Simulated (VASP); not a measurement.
# ZnO (rock salt type) (Fm-3m) in VASP: settings compared, part 2 of 2

VASP 6.6.1. Earlier steps stand in the parts before.

## 5. Single point, r2SCAN

This run uses another cell than the first one, of 9.94 Å³/atom, 0.925 times its volume.

POSCAR reads:

```
ZnO
1.0
    0.0000000000      2.1498827932      2.1498827932
    2.1498827932      0.0000000000      2.1498827932
    2.1498827932      2.1498827932      0.0000000000
Zn O
1 1
Direct
    0.0000000000      0.0000000000      0.0000000000
    0.5000000000      0.5000000000      0.5000000000
```

INCAR.step1 reads:

```
PREC     = Accurate       # precision mode
ENCUT    = 520            # plane-wave cutoff, eV
ISMEAR   = -1             # smearing method
SIGMA    = 0.1            # smearing width, eV
LREAL    = F              # projectors in reciprocal space
LASPH    = T              # aspherical terms in the spheres
NELM     = 60             # most SCF steps
NBANDS   = 16             # bands
GGA      = PE             # functional
ALGO     = Normal         # electronic algorithm
EDIFF    = 1E-4           # SCF threshold, eV
LWAVE    = T              # write WAVECAR
LCHARG   = F              # write CHGCAR
```

INCAR.step2 reads:

```
PREC     = Accurate       # precision mode
ENCUT    = 520            # plane-wave cutoff, eV
EDIFF    = 1E-6           # SCF threshold, eV
ISMEAR   = -1             # smearing method
SIGMA    = 0.1            # smearing width, eV
LREAL    = F              # projectors in reciprocal space
LASPH    = T              # aspherical terms in the spheres
NELM     = 60             # most SCF steps
ALGO     = Normal         # electronic algorithm
ISIF     = 2              # what is computed and relaxed
LWAVE    = F              # write WAVECAR
LCHARG   = T              # write CHGCAR
METAGGA  = R2SCAN         # meta-GGA
LMIXTAU  = T            
LELF     = T              # ELF
LVHAR    = T            
NBANDS   = 16             # bands
ISTART   = 1
```

KPOINTS reads:

```
Automatic mesh
0
Gamma
  13 13 13
```

Potentials or basis: VASP PAW PBE potentials, release 64 (Zn, O).

Run with:

```
cat potpaw_PBE.64/Zn/POTCAR potpaw_PBE.64/O/POTCAR > POTCAR
cp INCAR.step1 INCAR
mpirun -np 1 vasp_std > vasp.out
cp INCAR.step2 INCAR
mpirun -np 1 vasp_std > vasp.out
```

OUTCAR:

```text
PREC = Accurate
   ENCUT = 520
   EDIFF = 1E-6
   ISMEAR = -1
   LREAL = F
   LASPH = T
   NELM = 60
   ISIF = 2
   METAGGA = R2SCAN
   ISTART = 1

 ion  position               nearest neighbor table
   1  0.000  0.000  0.000-   2 2.15   2 2.15   2 2.15   2 2.15   2 2.15   2 2.15
   2  0.500  0.500  0.500-   1 2.15   1 2.15   1 2.15   1 2.15   1 2.15   1 2.15

  LATTYP: Found a face centered cubic cell.
 ALAT       =     4.2997655864

  Lattice vectors:

 A1 = (   0.0000000000,   2.1498827932,   2.1498827932)
 A2 = (   2.1498827932,   0.0000000000,   2.1498827932)
 A3 = (   2.1498827932,   2.1498827932,   0.0000000000)

Analysis of symmetry for initial positions (statically):
=====================================================================
 Subroutine PRICEL returns:
 Original cell was already a primitive cell.

 Routine SETGRP: Setting up the symmetry group for a
 face centered cubic supercell.

 Subroutine GETGRP returns: Found 48 space group operations
 (whereof 48 operations were pure point group operations)
 out of a pool of 48 trial point group operations.

The static configuration has the point symmetry O_h .

Analysis of symmetry for dynamics (positions and initial velocities):
=====================================================================
 Subroutine PRICEL returns:
 Original cell was already a primitive cell.

 Routine SETGRP: Setting up the symmetry group for a
 face centered cubic supercell.

 Subroutine GETGRP returns: Found 48 space group operations
 (whereof 48 operations were pure point group operations)
 out of a pool of 48 trial point group operations.

The dynamic configuration has the point symmetry O_h .

 Subroutine INISYM returns: Found 48 space group operations
 (whereof 48 operations are pure point group operations),
 and found     1 'primitive' translations

----------------------------------------------------------------------------------------

                                     Primitive cell

  volume of cell :      19.8735
[... 108 lines left out ...]
     AMIX     =   0.40;   BMIX     =  1.00
     AMIX_MAG =   1.60;   BMIX_MAG =  1.00
  volume/ion in A,a.u.               =       9.94        67.06
  Fermi-wavevector in a.u.,A,eV,Ry     =   1.583948  2.993227 34.135532  2.508891
  Thomas-Fermi vector in A             =   2.683640
   LORBIT       =      0    0 simple, 1 ext, 2 COOP (PROOUT), +10 PAW based schemes
   METAGGA = R2SCAN    functional components
   LHFCALC =     F    Hartree Fock is set to
   AEXX    =    0.0000 exact exchange contribution
   IVDW    =     0    specifies the selected vdW correction
   LEPSILON=     F    determine dielectric tensor
   LRPA    =     F    only Hartree local field effects (RPA)
 non-spin polarized calculation
  energy-cutoff  :      520.00
  volume of cell :       19.87
 maximum number of plane-waves:       548
   NGX = 11   NGY = 11   NGZ = 11

 number of electron      18.0000012 magnetization

 Free energy of the ion-electron system (eV)
  ---------------------------------------------------
  ext. energy  EPLUGINS =         0.00000000
  ---------------------------------------------------
  free energy    TOTEN  =       -17.94700500 eV

  energy without entropy =      -17.94699173  energy(sigma->0) =      -17.94699836

 E-fermi :   3.1765     XC(G=0): -12.9847

 val. band max:        2.2034607692   @ k =   0.4615   0.0000   0.0000
 cond. band min:       3.6582873379   @ k =   0.0000   0.0000   0.0000
 fundamental gap:      1.4548265687
 Fermi energy:         3.1764769170

 k-point     1 :       0.0000    0.0000    0.0000
  band No.  band energies     occupation
      1     -17.1777      2.00000
      2      -2.6592      2.00000
      3      -2.6592      2.00000
      4      -2.6592      2.00000
      5      -2.4795      2.00000
      6      -2.4795      2.00000
[... 433 lines left out ...]
      3      -3.5378      2.00000
      4      -3.3731      2.00000
      5      -2.3699      2.00000
      6      -2.2444      2.00000
[... 8 lines left out ...]
     15      26.5218      0.00000
     16      28.5579      0.00000

 [... further k-points ...]

------------------------ aborting loop because EDIFF is reached ----------------------------------------

  FORCE on cell =-STRESS in cart. coord.  units (eV):
  Direction    XX          YY          ZZ          XY          YZ          ZX
  --------------------------------------------------------------------------------------
  -------------------------------------------------------------------------------------
  Total       -0.3354718     -0.3354718     -0.3354718      0.0000000      0.0000000      0.0000000
  in kB      -27.0453310    -27.0453310    -27.0453310      0.0000000      0.0000000      0.0000000
  external PRESSURE =     -27.0453310 kB  Pullay stress =       0.0000000 kB

 VOLUME and BASIS-vectors are now :
 -----------------------------------------------------------------------------
  energy-cutoff  :      520.00
  volume of cell :       19.87
      direct lattice vectors                 reciprocal lattice vectors
     0.000000000  2.149882793  2.149882793    -0.232570818  0.232570818  0.232570818
     2.149882793  0.000000000  2.149882793     0.232570818 -0.232570818  0.232570818
     2.149882793  2.149882793  0.000000000     0.232570818  0.232570818 -0.232570818

 POSITION                                       TOTAL-FORCE (eV/Angst)
 -----------------------------------------------------------------------------------
      0.00000      0.00000      0.00000        -0.000000      0.000000      0.000000
      2.14988      2.14988      2.14988         0.000000     -0.000000     -0.000000
 -----------------------------------------------------------------------------------
    total drift:                                0.000000     -0.000000     -0.000000

  FREE ENERGIE OF THE ION-ELECTRON SYSTEM (eV)
  ---------------------------------------------------
  free  energy   TOTEN  =       -17.9470049974 eV

  energy  without entropy=      -17.9469917320  energy(sigma->0) =      -17.94699836
```

OUTCAR.step1:

```text
PREC = Accurate
   ENCUT = 520
   ISMEAR = -1
   LREAL = F
   LASPH = T
   NELM = 60
[... 674 lines left out ...]
 -----------------------------------------------------------------------------------
      0.00000      0.00000      0.00000         0.000000      0.000000     -0.000000
      2.14988      2.14988      2.14988        -0.000000     -0.000000      0.000000
 -----------------------------------------------------------------------------------
    total drift:                                0.000000     -0.000000     -0.000000

  FREE ENERGIE OF THE ION-ELECTRON SYSTEM (eV)
  ---------------------------------------------------
  free  energy   TOTEN  =        -8.6241722920 eV

  energy  without entropy=       -8.6239937878  energy(sigma->0) =       -8.62408304
```

OSZICAR.step1:

```text
N       E                     dE             d eps       ncg     rms          rms(c)
DAV:   1     0.892562142625E+02    0.89256E+02   -0.96967E+03  2840   0.172E+03
DAV:   2    -0.562159870282E+01   -0.94878E+02   -0.85447E+02  2920   0.296E+02
DAV:   3    -0.100949693751E+02   -0.44734E+01   -0.44535E+01  3160   0.644E+01
DAV:   4    -0.101156437758E+02   -0.20674E-01   -0.20673E-01  3192   0.432E+00
DAV:   5    -0.101157054877E+02   -0.61712E-04   -0.61712E-04  3264   0.224E-01    0.924E+00
DAV:   6    -0.864330182847E+01    0.14724E+01   -0.27608E+00  3968   0.506E+01    0.623E+00
DAV:   7    -0.864009213860E+01    0.32097E-02   -0.51656E-01  3152   0.114E+01    0.344E+00
DAV:   8    -0.862675513660E+01    0.13337E-01   -0.65105E-02  2840   0.237E+00    0.561E-01
DAV:   9    -0.862403684183E+01    0.27183E-02   -0.58340E-03  4056   0.140E+00    0.805E-02
DAV:  10    -0.862414346897E+01   -0.10663E-03   -0.97731E-04  2864   0.274E-01    0.411E-02
DAV:  11    -0.862417229199E+01   -0.28823E-04   -0.26356E-05  1520   0.751E-02
   1 F= -.86241723E+01 E0= -.86240830E+01  d E =-.178504E-03
```

Run time: 80 s. Hardware: 1 thread of Intel Xeon Platinum 8375C at 2.90GHz (Ice Lake), shared host; peak memory 0.16 GiB.

Results:

```yaml
Free_energy: -17.9470 eV
Pressure: -2.7 GPa
Band_gap_on_the_k_mesh: 1.45 eV, indirect (least direct gap 2.79 eV)
```

Caveat: the PAW data sets were made with another functional, which shifts forces and pressure a little. r2SCAN opens gaps a little over a GGA but as a rule still falls short of measured ones.

## 6. Single point, r2SCAN

This run uses another cell than the first one, of 9.94 Å³/atom, 0.925 times its volume.

POSCAR is that of step 5.

INCAR.step1 reads:

```
SYSTEM = ZnO
PREC = Accurate ; ENCUT = 520
ISMEAR = -1 ; SIGMA = 0.1
LREAL = .FALSE. ; LASPH = .TRUE.
NELM = 80 ; NBANDS = 16
GGA = PE ; ALGO = Normal
EDIFF = 1E-4 ; LWAVE = .TRUE.
LCHARG = .FALSE.
```

INCAR.step2 reads:

```
SYSTEM = ZnO
PREC = Accurate ; ENCUT = 520
EDIFF = 1E-7 ; ISMEAR = -1
SIGMA = 0.1 ; LREAL = .FALSE.
LASPH = .TRUE. ; NELM = 80
ALGO = Normal ; ISIF = 2
LWAVE = .FALSE. ; LCHARG = .FALSE.
METAGGA = R2SCAN ; LMIXTAU = .TRUE.
NBANDS = 16 ; ISTART = 1
```

KPOINTS reads:

```
regular mesh
0
G
  13 13 13
  0 0 0
```

Potentials or basis: VASP PAW PBE potentials, release 64 (Zn, O).

Run with:

```
cat potpaw_PBE.64/Zn/POTCAR potpaw_PBE.64/O/POTCAR > POTCAR
cp INCAR.step1 INCAR
mpirun -np 1 vasp_std > vasp.out
cp INCAR.step2 INCAR
mpirun -np 1 vasp_std > vasp.out
```

OUTCAR:

```text
SYSTEM = ZnO
   PREC = Accurate
   ENCUT = 520
   EDIFF = 1E-7
   ISMEAR = -1
   LREAL = .FALSE.
   LASPH = .TRUE.
   NELM = 80
   ISIF = 2
   METAGGA = R2SCAN
   ISTART = 1

 ion  position               nearest neighbor table
   1  0.000  0.000  0.000-   2 2.15   2 2.15   2 2.15   2 2.15   2 2.15   2 2.15
   2  0.500  0.500  0.500-   1 2.15   1 2.15   1 2.15   1 2.15   1 2.15   1 2.15

  LATTYP: Found a face centered cubic cell.
 ALAT       =     4.2997655864

[... 642 lines left out ...]
 [... further k-points ...]

------------------------ aborting loop because EDIFF is reached ----------------------------------------

  FORCE on cell =-STRESS in cart. coord.  units (eV):
  Direction    XX          YY          ZZ          XY          YZ          ZX
  --------------------------------------------------------------------------------------
  -------------------------------------------------------------------------------------
  Total       -0.3359853     -0.3359853     -0.3359853      0.0000000      0.0000000     -0.0000000
  in kB      -27.0867268    -27.0867268    -27.0867268      0.0000000      0.0000000     -0.0000000
  external PRESSURE =     -27.0867268 kB  Pullay stress =       0.0000000 kB

 VOLUME and BASIS-vectors are now :
 -----------------------------------------------------------------------------
  energy-cutoff  :      520.00
  volume of cell :       19.87
      direct lattice vectors                 reciprocal lattice vectors
     0.000000000  2.149882793  2.149882793    -0.232570818  0.232570818  0.232570818
     2.149882793  0.000000000  2.149882793     0.232570818 -0.232570818  0.232570818
     2.149882793  2.149882793  0.000000000     0.232570818  0.232570818 -0.232570818

 POSITION                                       TOTAL-FORCE (eV/Angst)
 -----------------------------------------------------------------------------------
      0.00000      0.00000      0.00000        -0.000000     -0.000000     -0.000000
      2.14988      2.14988      2.14988         0.000000      0.000000      0.000000
 -----------------------------------------------------------------------------------
    total drift:                                0.000000     -0.000000     -0.000000

  FREE ENERGIE OF THE ION-ELECTRON SYSTEM (eV)
  ---------------------------------------------------
  free  energy   TOTEN  =       -17.9470048892 eV

  energy  without entropy=      -17.9469916250  energy(sigma->0) =      -17.94699826
```

OUTCAR.step1:

```text
SYSTEM = ZnO
   PREC = Accurate
   ENCUT = 520
   ISMEAR = -1
   LREAL = .FALSE.
   LASPH = .TRUE.
[... 676 lines left out ...]
      0.00000      0.00000      0.00000         0.000000      0.000000     -0.000000
      2.14988      2.14988      2.14988        -0.000000     -0.000000      0.000000
 -----------------------------------------------------------------------------------
    total drift:                                0.000000     -0.000000     -0.000000

  FREE ENERGIE OF THE ION-ELECTRON SYSTEM (eV)
  ---------------------------------------------------
  free  energy   TOTEN  =        -8.6241722920 eV

  energy  without entropy=       -8.6239937878  energy(sigma->0) =       -8.62408304
```

OSZICAR.step1:

```text
N       E                     dE             d eps       ncg     rms          rms(c)
DAV:   1     0.892562142625E+02    0.89256E+02   -0.96967E+03  2840   0.172E+03
DAV:   2    -0.562159870282E+01   -0.94878E+02   -0.85447E+02  2920   0.296E+02
DAV:   3    -0.100949693751E+02   -0.44734E+01   -0.44535E+01  3160   0.644E+01
DAV:   4    -0.101156437758E+02   -0.20674E-01   -0.20673E-01  3192   0.432E+00
DAV:   5    -0.101157054877E+02   -0.61712E-04   -0.61712E-04  3264   0.224E-01    0.924E+00
DAV:   6    -0.864330182847E+01    0.14724E+01   -0.27608E+00  3968   0.506E+01    0.623E+00
DAV:   7    -0.864009213860E+01    0.32097E-02   -0.51656E-01  3152   0.114E+01    0.344E+00
DAV:   8    -0.862675513660E+01    0.13337E-01   -0.65105E-02  2840   0.237E+00    0.561E-01
DAV:   9    -0.862403684183E+01    0.27183E-02   -0.58340E-03  4056   0.140E+00    0.805E-02
DAV:  10    -0.862414346897E+01   -0.10663E-03   -0.97731E-04  2864   0.274E-01    0.411E-02
DAV:  11    -0.862417229199E+01   -0.28823E-04   -0.26356E-05  1520   0.751E-02
   1 F= -.86241723E+01 E0= -.86240830E+01  d E =-.178504E-03
```

Wall time 64 s (1 thread of Intel Xeon Platinum 8488C (Sapphire Rapids), shared host); peak memory 0.16 GiB.

What came out:

```yaml
Free_energy: -17.9470 eV
Pressure: -2.7 GPa
Band_gap_on_the_k_mesh: 1.45 eV, indirect (least direct gap 2.79 eV)
```

Levels at points of the mesh, in eV from the valence-band top:
```csv
k point,band 6,band 7,band 8,band 9,band 10,band 11,band 12,band 13
"(0.00, 0.00, 0.00)",-4.68,-1.33,-1.33,-1.33,1.45,18.71,18.71,18.71
```

Caveat: the PAW data sets were made with another functional, which shifts forces and pressure a little.

## 7. Overview

```csv
level,cell,k mesh,smearing,gap on the mesh (eV),pressure (GPa)
PBE,"a = 3.121 Å, angles 60.0°, 2 atoms",15 × 15 × 15,fermi-dirac 0.0612256 eV,0.49,-7.7
r2SCAN,"a = 3.009 Å, angles 60.0°, 2 atoms",13 × 13 × 13,fermi-dirac 0.1 eV,1.61,3.1
r2SCAN,"a = 3.040 Å, angles 60.0°, 2 atoms",13 × 13 × 13,fermi-dirac 0.1 eV,1.45,-2.7
```

Alike in all rows: task single point; potentials or basis VASP PAW PBE potentials, release 64 (Zn, O); no spin polarisation; cutoff (eV) 520.

Caveats: the PAW data sets were made with another functional, which shifts forces and pressure a little (some runs).

Total energies depend on the potentials used, so only differences within one code and one set of settings carry meaning.
